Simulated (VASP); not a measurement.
Wanted: the native input for a VASP 6.6.1 run.

```
Task                   : single point
Functional             : PBE
Potentials or basis    : VASP PAW PBE potentials, release 64 (Ti_sv, Ru_pv, O)
Cutoff                 : 520 eV
k mesh                 : 4 × 4 × 4
Occupations            : gaussian, width 0.1 eV
Spin                   : collinear spin, ferromagnetic start
Starting moments       : [0.0, 0.0, 0.0, -1.15, 0.0, 0.0, 0.0, 0.0, 0.0, 0.0, 0.0, 0.0] μB
Dipole correction      : no
Further INCAR settings : ALGO = Normal; EDIFF = 1e-06; NBANDS = 65
```

The structure of Ti3RuO8 lies in POSCAR:

```
Ti3RuO8
1.0
    3.2727982000     -3.3114572000      0.0000000000
    3.2727982000      3.3114572000      0.0000000000
    0.0000000000      0.0000000000      5.9395033000
Ti Ru O
3 1 8
Direct
    0.5000000000      0.5000000000      0.7477860000
    0.5000000000      0.5000000000      0.2522140000
    0.0000000000      0.0000000000      0.5000000000
    0.0000000000      0.0000000000      0.0000000000
    0.3035170000      0.3035170000      0.0000000000
    0.3053050000      0.3053050000      0.5000000000
    0.1984170000      0.8015830000      0.7460060000
    0.1984170000      0.8015830000      0.2539940000
    0.8015830000      0.1984170000      0.7460060000
    0.8015830000      0.1984170000      0.2539940000
    0.6964830000      0.6964830000      0.0000000000
    0.6946950000      0.6946950000      0.5000000000
```

The input as run:

INCAR

```
PREC     = Accurate       # precision mode
ENCUT    = 520            # plane-wave cutoff, eV
EDIFF    = 1E-6           # SCF threshold, eV
ISMEAR   = 0              # smearing method
SIGMA    = 0.1            # smearing width, eV
LREAL    = False          # projectors in reciprocal space
LASPH    = True           # aspherical terms in the spheres
NELM     = 150            # most SCF steps
ALGO     = Normal         # electronic algorithm
ISIF     = 2              # what is computed and relaxed
LWAVE    = False          # write WAVECAR
LCHARG   = False          # write CHGCAR
ISPIN    = 2              # spin polarisation
MAGMOM   = 0 0 0 -1.15 0 0 0 0 0 0 0 0 # initial moments
LORBIT   = 11             # projections on sites
LMAXMIX  = 4              # l up to which the mixer works
GGA      = PE             # functional
NBANDS   = 65             # bands
```

KPOINTS

```
regular mesh
0
Gamma
  4 4 4
```

Potentials or basis: VASP PAW PBE potentials, release 64 (Ti_sv, Ru_pv, O).

Launch:

```console
$ cat potpaw_PBE.64/Ti_sv/POTCAR potpaw_PBE.64/Ru_pv/POTCAR potpaw_PBE.64/O/POTCAR > POTCAR
$ mpirun -np 1 vasp_std > vasp.out
```

Results of the run:

| Item | Value |
| --- | --- |
| Pressure | 0.6 GPa |
| Largest force | 0.028 eV/Å |
| Band gap on the k mesh | zero (filled and empty bands overlap) |
| Net moment | -2.00 μB per cell |
| Site moments | Ti -0.02, -0.01 (each value once); Ru -1.37; O -0.06, -0.02, -0.07 (each value once) μB |
| Valence electrons inside the program's atomic spheres | Ti 10.21, 10.20 (each value once); Ru 12.36; O 5.04, 5.07, 5.03 (each value once) |

Caveat: semilocal functionals often make such compounds metallic where correlation or magnetic order opens a gap, which also shifts bond lengths.

Wall time 8.8 min on 1 thread of Intel Xeon 8259CL, with other jobs on the host, peak memory 0.44 GiB.
